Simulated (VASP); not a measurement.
# InGe3C (Pm-3m) in VASP: electric field gradients with PBEsol

Aim: the electric field gradients of InGe3C with PBEsol.

All numbers are computed with VASP 6.6.1; they aren't measurements. Logs are shortened: lines on timing, memory, paths and dates and some standing lists are left out, and cuts for length are marked.

## (1) The cell of the first run

It takes space group Pm-3m (No. 221, cubic). Conventional cell: a = 4.404 Å, b = 4.404 Å, c = 4.404 Å, α = 90.00°, β = 90.00°, γ = 90.00°. In (site symmetry m-3m) has 12 Ge at 3.11 Å and 8 C at 3.81 Å within 4.1 Å. Within 2.9 Å of Ge (site symmetry 4/mmm) lie 2 C at 2.20 Å. Within 2.9 Å of C (site symmetry m-3m) lie 6 Ge at 2.20 Å.

## (2) Electric field gradients, PBEsol

The input, INCAR:

```
PREC = Accurate ; ENCUT = 520
EDIFF = 1E-8 ; ISMEAR = -1
SIGMA = 0.15 ; LREAL = False
LASPH = True ; NELM = 60
ALGO = Normal ; ISIF = 2
LWAVE = False ; LCHARG = False
GGA = PS ; LEFG = True
NBANDS = 38
```

The input, KPOINTS:

```
Automatic mesh
0
Gamma
  8 8 8
```

The input, POSCAR:

```
InGe3C
1.0
    4.4041407611      0.0000000000      0.0000000000
    0.0000000000      4.4041407611      0.0000000000
    0.0000000000      0.0000000000      4.4041407611
In Ge C
1 3 1
Direct
    0.0000000000      0.0000000000      0.0000000000
    0.5000000000      0.5000000000      0.0000000000
    0.5000000000      0.0000000000      0.5000000000
    0.0000000000      0.5000000000      0.5000000000
    0.5000000000      0.5000000000      0.5000000000
```

Potentials or basis: VASP PAW PBE potentials, release 64 (In_d, Ge_d, C).

The run is started by

```
$ cat potpaw_PBE.64/In_d/POTCAR potpaw_PBE.64/Ge_d/POTCAR potpaw_PBE.64/C/POTCAR > POTCAR
$ mpirun -np 1 vasp_std > vasp.out
```

OUTCAR:

```text
PREC = Accurate
   ENCUT = 520
   EDIFF = 1E-8
   ISMEAR = -1
   LREAL = False
   LASPH = True
   NELM = 60
   ISIF = 2
   GGA = PS

 ion  position               nearest neighbor table
   1  0.000  0.000  0.000-   2 3.11   3 3.11   4 3.11   3 3.11   4 3.11   2 3.11   4 3.11   4 3.11
                             2 3.11   3 3.11   3 3.11   2 3.11
   2  0.500  0.500  0.000-   5 2.20   5 2.20   1 3.11   1 3.11   1 3.11   1 3.11
   3  0.500  0.000  0.500-   5 2.20   5 2.20   1 3.11   1 3.11   1 3.11   1 3.11
   4  0.000  0.500  0.500-   5 2.20   5 2.20   1 3.11   1 3.11   1 3.11   1 3.11
   5  0.500  0.500  0.500-   2 2.20   3 2.20   4 2.20   2 2.20   3 2.20   4 2.20

  LATTYP: Found a simple cubic cell.
 ALAT       =     4.4041407611

  Lattice vectors:

 A1 = (   4.4041407611,   0.0000000000,   0.0000000000)
 A2 = (   0.0000000000,   4.4041407611,   0.0000000000)
 A3 = (   0.0000000000,   0.0000000000,   4.4041407611)

Analysis of symmetry for initial positions (statically):
=====================================================================
 Subroutine PRICEL returns:
 Original cell was already a primitive cell.

 Routine SETGRP: Setting up the symmetry group for a
 simple cubic supercell.

 Subroutine GETGRP returns: Found 48 space group operations
 (whereof 48 operations were pure point group operations)
 out of a pool of 48 trial point group operations.

The static configuration has the point symmetry O_h .

Analysis of symmetry for dynamics (positions and initial velocities):
=====================================================================
 Subroutine PRICEL returns:
 Original cell was already a primitive cell.

 Routine SETGRP: Setting up the symmetry group for a
 simple cubic supercell.

 Subroutine GETGRP returns: Found 48 space group operations
 (whereof 48 operations were pure point group operations)
 out of a pool of 48 trial point group operations.

The dynamic configuration has the point symmetry O_h .

 Subroutine INISYM returns: Found 48 space group operations
 (whereof 48 operations are pure point group operations),
 and found     1 'primitive' translations

----------------------------------------------------------------------------------------

                                     Primitive cell

  volume of cell :      85.4247

  direct lattice vectors                    reciprocal lattice vectors
     4.404140761  0.000000000  0.000000000     0.227059046  0.000000000  0.000000000
     0.000000000  4.404140761  0.000000000     0.000000000  0.227059046  0.000000000
     0.000000000  0.000000000  4.404140761     0.000000000  0.000000000  0.227059046

  length of vectors
     4.404140761  4.404140761  4.404140761     0.227059046  0.227059046  0.227059046

  position of ions in fractional coordinates (direct lattice)
     0.000000000  0.000000000  0.000000000
     0.500000000  0.500000000  0.000000000
     0.500000000  0.000000000  0.500000000
     0.000000000  0.500000000  0.500000000
     0.500000000  0.500000000  0.500000000

  ion indices of the primitive-cell ions
   primitive index   ion index
                 1           1
                 2           2
                 3           3
                 4           4
                 5           5

----------------------------------------------------------------------------------------

 KPOINTS: Automatic mesh

Automatic generation of k-mesh.
 Grid dimensions read from file:
 generate k-points for:    8    8    8

 Generating k-lattice:

  Cartesian coordinates                     Fractional coordinates (reciprocal lattice)
     0.028382381  0.000000000  0.000000000     0.125000000  0.000000000  0.000000000
     0.000000000  0.028382381  0.000000000     0.000000000  0.125000000  0.000000000
     0.000000000  0.000000000  0.028382381     0.000000000  0.000000000  0.125000000

  Length of vectors
     0.028382381  0.028382381  0.028382381

  Shift w.r.t. Gamma in fractional coordinates (k-lattice)
     0.000000000  0.000000000  0.000000000

 Subroutine IBZKPT returns following result:
 ===========================================

 Found     35 irreducible k-points:

 Following reciprocal coordinates:
            Coordinates               Weight
  0.000000  0.000000  0.000000      1.000000
  0.125000  0.000000  0.000000      6.000000
  0.250000  0.000000  0.000000      6.000000
  0.375000  0.000000  0.000000      6.000000
  0.500000  0.000000  0.000000      3.000000
  0.125000  0.125000  0.000000     12.000000
[... 16 lines left out ...]
  0.375000  0.375000  0.125000     24.000000
  0.500000  0.375000  0.125000     24.000000
 [... further k-points ...]
   k-points           NKPTS =     35   k-points in BZ     NKDIM =     35   number of bands    NBANDS=     38
   number of dos      NEDOS =    301   number of ions     NIONS =      5
   total plane-waves  NPLWV =  46656
   dimension x,y,z NGX =    36 NGY =   36 NGZ =   36
   dimension x,y,z NGXF=    72 NGYF=   72 NGZF=   72
   ions per type =               1   3   1
   NGX,Y,Z   is equivalent  to a cutoff of  13.59, 13.59, 13.59 a.u.
   NGXF,Y,Z  is equivalent  to a cutoff of  27.18, 27.18, 27.18 a.u.
 SYSTEM =  unknown system
   PREC   = accura    normal or accurate (medium, high low for compatibility)
   ISTART =      0    job   : 0-new  1-cont  2-samecut
   ICHARG =      2    charge: 1-file 2-atom 10-const
   ISPIN  =      1    spin polarized calculation?
   LNONCOLLINEAR =      F non collinear calculations
   LSORBIT =      F    spin-orbit coupling
   LASPH  =      T    aspherical Exc in radial PAW
   ENCUT  =  520.0 eV  38.22 Ry    6.18 a.u.   8.19  8.19  8.19*2*pi/ulx,y,z
   NELM   =     60;   NELMIN=  2; NELMDL= -5     # of ELM steps
   EDIFF  = 0.1E-07   stopping-criterion for ELM
   LREAL  =      F    real-space projection
   EDIFFG = 0.1E-06   stopping-criterion for IOM
   NSW    =      0    number of steps for IOM
   IBRION =     -1    ionic relax: 0-MD 1-quasi-New 2-CG
   NFREE  =      0    steps in history (QN), initial steepest desc. (CG)
   ISIF   =      2    stress and relaxation
   ISYM   =      2    0-nonsym 1-usesym 2-fastsym
   POTIM  = 0.5000    time-step for ionic-motion
   TEBEG  =    0.0;   TEEND  =   0.0 temperature during run
   PSTRESS=    0.0 pullay stress
   NELECT =      59.0000    total number of electrons
   NUPDOWN=      -1.0000    fix difference up-down
   EMIN   =  10.00;   EMAX   =-10.00  energy-range for DOS
   EFERMI =   0.00;   METHOD = LEGACY
   ISMEAR =    -1;   SIGMA  =   0.15  broadening in eV -4-tet -1-fermi 0-gaus
   EFERMI_NEDOS =   21; number of points for ismear=-14 and -15
   IALGO  =     38    algorithm
   IMIX   =      4    mixing-type and parameters
     AMIX     =   0.40;   BMIX     =  1.00
     AMIX_MAG =   1.60;   BMIX_MAG =  1.00
  volume/ion in A,a.u.               =      17.08       115.29
  Fermi-wavevector in a.u.,A,eV,Ry     =   1.447097  2.734617 28.491821  2.094090
  Thomas-Fermi vector in A             =   2.565091
   LORBIT       =      0    0 simple, 1 ext, 2 COOP (PROOUT), +10 PAW based schemes
   GGA     = PS    functional components
   LHFCALC =     F    Hartree Fock is set to
   AEXX    =    0.0000 exact exchange contribution
   IVDW    =     0    specifies the selected vdW correction
   LEPSILON=     F    determine dielectric tensor
   LRPA    =     F    only Hartree local field effects (RPA)
 non-spin polarized calculation
  energy-cutoff  :      520.00
  volume of cell :       85.42
 maximum number of plane-waves:      2325
 NGX is ok and might be reduce to    36
   NGX = 17   NGY = 17   NGZ = 17

 number of electron      59.0000039 magnetization

 Free energy of the ion-electron system (eV)
  ---------------------------------------------------
  ext. energy  EPLUGINS =         0.00000000
  ---------------------------------------------------
  free energy    TOTEN  =       -23.36708419 eV

  energy without entropy =      -23.15335549  energy(sigma->0) =      -23.26021984

 E-fermi :   7.4454     XC(G=0): -11.4759

 val. band max:        7.4122727948   @ k =   0.3750   0.3750   0.1250
 cond. band min:       7.4518805100   @ k =   0.0000   0.0000   0.0000
 fundamental gap:      0.0396077152
 Fermi energy:         7.4453968401

 k-point     1 :       0.0000    0.0000    0.0000
  band No.  band energies     occupation
      1     -17.4191      2.00000
      2     -17.3762      2.00000
      3     -17.3762      2.00000
      4     -17.3762      2.00000
      5     -17.3688      2.00000
      6     -17.3688      2.00000
[... 30 lines left out ...]
     37      13.6444      0.00000
     38      13.6444      0.00000

 k-point     2 :       0.1250    0.0000    0.0000
  band No.  band energies     occupation
      1     -17.4148      2.00000
      2     -17.3753      2.00000
      3     -17.3732      2.00000
      4     -17.3732      2.00000
      5     -17.3685      2.00000
      6     -17.3668      2.00000
[... 30 lines left out ...]
     37      14.1865      0.00000
     38      14.1867      0.00000

 k-point     3 :       0.2500    0.0000    0.0000
  band No.  band energies     occupation
      1     -17.4029      2.00000
      2     -17.3726      2.00000
      3     -17.3678      2.00000
      4     -17.3653      2.00000
      5     -17.3653      2.00000
      6     -17.3613      2.00000
[... 30 lines left out ...]
     37      14.2038      0.00000
     38      14.2038      0.00000

 k-point     4 :       0.3750    0.0000    0.0000
  band No.  band energies     occupation
      1     -17.3877      2.00000
      2     -17.3691      2.00000
      3     -17.3670      2.00000
      4     -17.3576      2.00000
      5     -17.3576      2.00000
      6     -17.3541      2.00000
[... 30 lines left out ...]
     37      13.4542      0.00000
     38      13.4542      0.00000
[... 703 lines left out ...]
      4     -17.3587      2.00000
      5     -17.3497      2.00000
      6     -17.3477      2.00000
[... 30 lines left out ...]
     37      14.0134      0.00000
     38      14.9848      0.00000

 k-point    23 :       0.3750    0.3750    0.1250
  band No.  band energies     occupation
      1     -17.3704      2.00000
      2     -17.3658      2.00000
      3     -17.3626      2.00000
      4     -17.3600      2.00000
      5     -17.3499      2.00000
      6     -17.3482      2.00000
[... 30 lines left out ...]
     37      13.1822      0.00000
     38      14.3483      0.00000

 k-point    24 :       0.5000    0.3750    0.1250
  band No.  band energies     occupation
      1     -17.3674      2.00000
      2     -17.3657      2.00000
      3     -17.3629      2.00000
      4     -17.3573      2.00000
      5     -17.3498      2.00000
      6     -17.3478      2.00000
[... 30 lines left out ...]
     37      13.1286      0.00000
     38      15.3787      0.00000

 [... further k-points ...]
[... 5 lines left out ...]
  --------------------------------------------------------------------------------------
  -------------------------------------------------------------------------------------
  Total        0.0209025      0.0209025      0.0209025     -0.0000000      0.0000000     -0.0000000
  in kB        0.3920346      0.3920346      0.3920346     -0.0000000      0.0000000     -0.0000000
  external PRESSURE =       0.3920346 kB  Pullay stress =       0.0000000 kB

 VOLUME and BASIS-vectors are now :
 -----------------------------------------------------------------------------
  energy-cutoff  :      520.00
  volume of cell :       85.42
      direct lattice vectors                 reciprocal lattice vectors
     4.404140761  0.000000000  0.000000000     0.227059046  0.000000000  0.000000000
     0.000000000  4.404140761  0.000000000     0.000000000  0.227059046  0.000000000
     0.000000000  0.000000000  4.404140761     0.000000000  0.000000000  0.227059046

 POSITION                                       TOTAL-FORCE (eV/Angst)
 -----------------------------------------------------------------------------------
      0.00000      0.00000      0.00000         0.000000      0.000000      0.000000
      2.20207      2.20207      0.00000         0.000000      0.000000      0.000000
      2.20207      0.00000      2.20207         0.000000      0.000000      0.000000
      0.00000      2.20207      2.20207         0.000000      0.000000      0.000000
      2.20207      2.20207      2.20207         0.000000      0.000000      0.000000
 -----------------------------------------------------------------------------------
    total drift:                                0.000000      0.000000      0.000000

  FREE ENERGIE OF THE ION-ELECTRON SYSTEM (eV)
  ---------------------------------------------------
  free  energy   TOTEN  =       -23.3670841922 eV

  energy  without entropy=      -23.1533554936  energy(sigma->0) =      -23.26021984

 Electric field gradients (V/A^2)
---------------------------------------------------------------------
 ion       V_xx      V_yy      V_zz      V_xy      V_xz      V_yz
---------------------------------------------------------------------
   1       0.000     0.000    -0.000     0.000    -0.000     0.000
   2      28.559    28.559   -57.117    -0.000    -0.000    -0.000
   3      28.559   -57.117    28.559     0.000     0.000    -0.000
   4     -57.117    28.559    28.559     0.000    -0.000     0.000
   5       0.000     0.000    -0.000     0.000    -0.000    -0.000
---------------------------------------------------------------------

 Electric field gradients after diagonalization (V/A^2)
 (convention: |V_zz| > |V_xx| > |V_yy|)
----------------------------------------------------------------------
 ion       V_xx      V_yy      V_zz     asymmetry (V_yy - V_xx)/ V_zz
----------------------------------------------------------------------
   1       0.000     0.000    -0.000       0.064
   2      28.559    28.559   -57.117       0.000
   3      28.559    28.559   -57.117       0.000
   4      28.559    28.559   -57.117       0.000
   5       0.000     0.000    -0.000       0.218
----------------------------------------------------------------------

           NMR quadrupolar parameters

 Cq : quadrupolar parameter    Cq=e*Q*V_zz/h
 eta: asymmetry parameters     (V_yy - V_xx)/ V_zz
 Q  : nuclear electric quadrupole moment in mb (millibarn)
----------------------------------------------------------------------
 ion       Cq(MHz)       eta       Q (mb)
----------------------------------------------------------------------
   1      -0.000       0.064       1.000
   2      -0.138       0.000       1.000
   3      -0.138       0.000       1.000
   4      -0.138       0.000       1.000
   5      -0.000       0.218       1.000
----------------------------------------------------------------------
```

Run time: 3 min. Hardware: 1 thread of AMD EPYC 7R43 (Zen 3), shared host; peak memory 0.22 GiB.

What came out:

```yaml
Free_energy: -23.3671 eV
Pressure: 0.0 GPa
Band_gap_on_the_k_mesh: zero (an odd number of electrons rules out a gap without spin polarisation)
Largest_electric_field_gradient_by_atom: In +0.0; Ge -57.1; C +0.0 V/Å²
```

Levels at points of the mesh, in eV from the Fermi level:
```
           k point  band 27  band 28  band 29  band 30  band 31  band 32
(0.00, 0.00, 0.00)    -6.13     0.01     0.01     0.01     0.31     1.89
(0.50, 0.00, 0.00)    -3.96    -1.56    -1.56    -0.16     1.43     1.86
(0.50, 0.50, 0.00)    -1.14    -1.14    -0.14    -0.14     1.09     1.54
(0.50, 0.50, 0.50)    -4.93    -4.52     1.68     1.68     1.68     4.40
```

Electric field gradients, principal values (V/Å²):
```
atom   least  middle  greatest (by size)
1 In   0.000   0.000               0.000
2 Ge  28.559  28.559             -57.117
3 Ge  28.559  28.559             -57.117
4 Ge  28.559  28.559             -57.117
 5 C   0.000   0.000               0.000
```

Caveat: without QUAD_EFG the Cq values of the log hold for a quadrupole moment of 1 mb, not for the nuclei; the PAW data sets were made with another functional, which shifts forces and pressure a little; spin-orbit coupling is left out, which moves the levels of the heavy elements.
